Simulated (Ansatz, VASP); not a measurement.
**ZnS in VASP and in Ansatz**

Contents of INCAR:

```
ALGO = Normal
EDIFF = 1E-6
ENCUT = 500
GGA = PE
GGA_COMPAT = False
ISIF = 2
ISMEAR = 0
LASPH = True
LCHARG = False
LREAL = False
LWAVE = False
NBANDS = 16
NELM = 120
PREC = Accurate
SIGMA = 0.01
```

The input KPOINTS:

```
k-points
0
Gamma
  6 6 6
```

POSCAR

```
ZnS
1.0
    0.0000000000      2.7484463466      2.7484463466
    2.7484463466      0.0000000000      2.7484463466
    2.7484463466      2.7484463466      0.0000000000
Zn S
1 1
Direct
    0.2500000000      0.2500000000      0.2500000000
    0.0000000000      0.0000000000      0.0000000000
```

Input for Ansatz:

```yaml
crystal:
  lattice:
    - [0.0, 2.7484463466, 2.7484463466]
    - [2.7484463466, 0.0, 2.7484463466]
    - [2.7484463466, 2.7484463466, 0.0]
  atoms:
    - { symbol: Zn, position: [0.25, 0.25, 0.25] }
    - { symbol: S, position: [0.0, 0.0, 0.0] }
kpoints:
  mp_grid: { grid: [6, 6, 6] }
hamiltonian:
  xc: pbe
scf:
  occupations: { method: fixed }
  n_extra_bands: 4
output:
  forces: true
  stress: true
  eigenvalues: true
```

Alike in both runs: task single point; functional PBE; k mesh 6 × 6 × 6; no spin polarisation.

```csv
,VASP,Ansatz
version,VASP 6.6.1,Ansatz 0.2.0
potentials or method,"VASP PAW PBE potentials, release 64 (Zn, S)","plane waves, PAW"
plane-wave cutoff (eV),500,420
occupations,"gaussian, width 0.01 eV",fixed
valence electrons in the cell,18,18
```

```tsv
	VASP	Ansatz	Ansatz less VASP
gap on the k mesh at the Fermi level (eV)	1.89	1.89	-0.003
pressure (GPa)	-1.8	-1.9	-0.13
```
